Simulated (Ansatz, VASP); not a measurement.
MgS: VASP beside Ansatz

File INCAR:

```
SYSTEM = MgS
  PREC = Accurate
  ENCUT = 520
  EDIFF = 1E-6
  ISMEAR = 0
  SIGMA = 0.1
  LREAL = .False.
  LASPH = .True.
  NELM = 100
  ALGO = Normal
  ISIF = 2
  LWAVE = .False.
  LCHARG = .False.
  GGA = PE
  NBANDS = 11
```

Contents of KPOINTS:

```
regular mesh
0
Gamma
  6 6 6
  0 0 0
```

Contents of POSCAR:

```
MgS
1.0
    0.0000000000      2.8331201100      2.8331201100
    2.8331201100      0.0000000000      2.8331201100
    2.8331201100      2.8331201100      0.0000000000
Mg S
1 1
Direct
    0.0000000000      0.0000000000      0.0000000000
    0.2500000000      0.2500000000      0.2500000000
```

Input for Ansatz:

```yaml
crystal:
  lattice:
    - [0.0, 2.83312011, 2.83312011]
    - [2.83312011, 0.0, 2.83312011]
    - [2.83312011, 2.83312011, 0.0]
  atoms:
    - { symbol: Mg, position: [0.0, 0.0, 0.0] }
    - { symbol: S, position: [0.25, 0.25, 0.25] }
basis:
  ecutwfc: 420
kpoints:
  mp_grid: { grid: [6, 6, 6] }
hamiltonian:
  xc: pbe
scf:
  occupations: { method: gaussian, width: 0.1 }
  lower_state_search: "off"
output:
  forces: true
  stress: true
  eigenvalues: true
```

Alike in both runs: task single point; functional PBE; k mesh 6 × 6 × 6; occupations gaussian, width 0.1 eV; no spin polarisation.

```csv
,VASP,Ansatz
version,VASP 6.6.1,Ansatz 0.2.0
potentials or method,"VASP PAW PBE potentials, release 64 (Mg, S), cutoff 520 eV","scalar-relativistic, plane waves, PAW"
valence electrons in the cell,8,16
```

```csv
,VASP,Ansatz,Ansatz less VASP
gap on the k mesh at the Fermi level (eV),3.45,3.45,+0.008
least direct gap on the mesh (eV),3.45,3.45,+0.008
pressure (GPa),0.8,0.9,+0.15
```

VASP's potentials hold 8 valence electrons a cell and Ansatz's 16, so a difference there can come from the potentials and not from the codes.
